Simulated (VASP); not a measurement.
**In: single point with PBE**

In:

```xyz
3
Lattice="4.9881 0.0000 0.0000 -2.4941 4.3199 0.0000 0.0000 0.0000 3.0364" Properties=species:S:1:pos:R:3 pbc="T T T"
In    0.0000    0.0000    0.0000
In    0.0000    2.8799    1.5182
In    2.4941    1.4400    1.5182
```

This isn't the form of In at room conditions, which is tetragonal.

| Quantity | Value |
| --- | --- |
| Program | VASP 6.6.1 |
| Task | single point |
| Functional | PBE |
| Potentials or basis | VASP PAW PBE potentials, release 64 (In_d) |
| Cutoff | 500 eV |
| k mesh | 7 × 7 × 10 |
| Occupations | fermi-dirac, width 0.08 eV |
| Spin | no spin polarisation |
| Dipole correction | no |
| Further INCAR settings | ALGO = Normal; EDIFF = 1e-06; NBANDS = 26 |

```yaml
Pressure: 16.0 GPa
Band_gap_on_the_k_mesh: zero (an odd number of electrons rules out a gap without spin polarisation)
```

Levels at points of the mesh, in eV from the Fermi level:
```csv
k point,band 15,band 16,band 17,band 18,band 19,band 20,band 21,band 22,band 23,band 24
"(0.00, 0.00, 0.00)",-14.45,-11.00,-2.58,-2.35,-1.49,-1.49,-1.41,-1.41,5.42,9.43
"(0.00, 0.00, 0.50)",-14.31,-6.66,-5.90,1.21,1.21,1.27,1.30,1.99,2.26,2.53
```

Wall time 87 s on 1 thread of Intel Xeon 8259CL (shared host), peak memory 0.21 GiB.

Caveat: the cell stands under pressure; spin-orbit coupling is left out, which moves the levels of the heavy elements.
